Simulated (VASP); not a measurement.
A run of VASP 6.6.1:

The input INCAR:

```
PREC     = Accurate       # precision mode
ENCUT    = 600            # plane-wave cutoff, eV
EDIFF    = 1E-7           # SCF threshold, eV
ISMEAR   = 0              # smearing method
SIGMA    = 0.1            # smearing width, eV
LREAL    = False          # projectors in reciprocal space
LASPH    = True           # aspherical terms in the spheres
NELM     = 200            # most SCF steps
ALGO     = Normal         # electronic algorithm
ISIF     = 3              # what is computed and relaxed
LWAVE    = False          # write WAVECAR
LCHARG   = False          # write CHGCAR
GGA      = PE             # functional
IBRION   = 2              # ionic algorithm
NSW      = 100            # ionic steps
EDIFFG   = -0.01          # ionic threshold
GGA_COMPAT= False        
NELMIN   = 4            
LMAXMIX  = 6              # l up to which the mixer works
```

KPOINTS

```
Automatic mesh
0
Gamma
  12 12 10
```

File POSCAR:

```
NaTbC
1.0
    4.0289901900      0.0000000000      0.0000000000
   -2.0144950900      3.4892078600      0.0000000000
    0.0000000000      0.0000000000      4.4203987200
Na Tb C
1 1 1
Direct
    0.0000000000      0.0000000000      0.0000000000
    0.6666666700      0.3333333300      0.5000000000
    0.3333333300      0.6666666700      0.5000000000
```

Potentials or basis: VASP PAW PBE potentials, release 64 (Na_pv, Tb_3, C), 4f in core.

Run with:

```bash
$ cat potpaw_PBE.64/Na_pv/POTCAR potpaw_PBE.64/Tb_3/POTCAR potpaw_PBE.64/C/POTCAR > POTCAR
$ mpirun -np 1 vasp_std > vasp.out
```

Hardware: 1 thread of Intel(R) Xeon(R) Platinum 8488C (Sapphire Rapids), on a shared host.

Task: Estimate the wall time of this run.

Result: It took 11 min on 1 thread of Intel(R) Xeon(R) Platinum 8488C (Sapphire Rapids), on a shared host, peak memory 0.31 GiB. Counts: scf iterations 106, k points 114, ion steps 10.
